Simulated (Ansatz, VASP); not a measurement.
# NiO2 in VASP and in Ansatz

Contents of INCAR:

```
SYSTEM = NiO2
ALGO = Normal
EDIFF = 1E-6
ENCUT = 700
GGA = PS
GGA_COMPAT = .FALSE.
ISIF = 2
ISMEAR = 0
LASPH = .TRUE.
LCHARG = .FALSE.
LREAL = .FALSE.
LWAVE = .FALSE.
NBANDS = 22
NELM = 120
PREC = Accurate
SIGMA = 0.05
```

The input KPOINTS:

```
k-points
0
G
  12 12 6
  0 0 0
```

Contents of POSCAR:

```
NiO2
1.0
    2.7656549825      0.0000000000      0.0000000000
   -1.3828274913      2.3951274729      0.0000000000
    0.0000000000      0.0000000000      5.0387468126
Ni O
1 2
Direct
    0.0000000000      0.0000000000      0.5000000000
    0.6666666667      0.3333333333      0.6373845568
    0.3333333333      0.6666666667      0.3626154432
```

Input for Ansatz:

```yaml
crystal:
  lattice:
    - [2.7656549825, 0.0, 0.0]
    - [-1.3828274913, 2.3951274729, 0.0]
    - [0.0, 0.0, 5.0387468126]
  atoms:
    - { symbol: Ni, position: [0.0, 0.0, 0.5] }
    - { symbol: O, position: [0.6666666667, 0.3333333333, 0.6373845568] }
    - { symbol: O, position: [0.3333333333, 0.6666666667, 0.3626154432] }
basis:
  ecutwfc: 520.0
kpoints:
  mp_grid: { grid: [12, 12, 6] }
hamiltonian:
  xc: pbesol
scf:
  occupations: { method: gaussian, width: 0.05 }
output:
  forces: true
  stress: true
  eigenvalues: true
```

Alike in both runs: task single point; functional PBEsol; k mesh 12 × 12 × 6; occupations gaussian, width 0.05 eV; no spin polarisation.

|  | VASP | Ansatz |
| --- | --- | --- |
| version | VASP 6.6.1 | Ansatz 0.2.0 |
| potentials or method | VASP PAW PBE potentials, release 64 (Ni_sv_GW, O), cutoff 700 eV | scalar-relativistic, plane waves, PAW |
| valence electrons in the cell | 30 | 30 |

|  | VASP | Ansatz | Ansatz less VASP |
| --- | --- | --- | --- |
| gap on the k mesh at the Fermi level (eV) | 0.91 | 0.92 | +0.007 |
| least direct gap on the mesh (eV) | 1.48 | 1.49 | +0.004 |
| rms of the force components (eV/Å) | 2.779 | 2.759 | -0.0203 |

VASP's potentials were made for PBE, not for PBEsol. Atom by atom the forces differ by 0.020 eV/Å (rms over components). With one functional, cell and mesh, what is left measures potentials, basis and numerics.
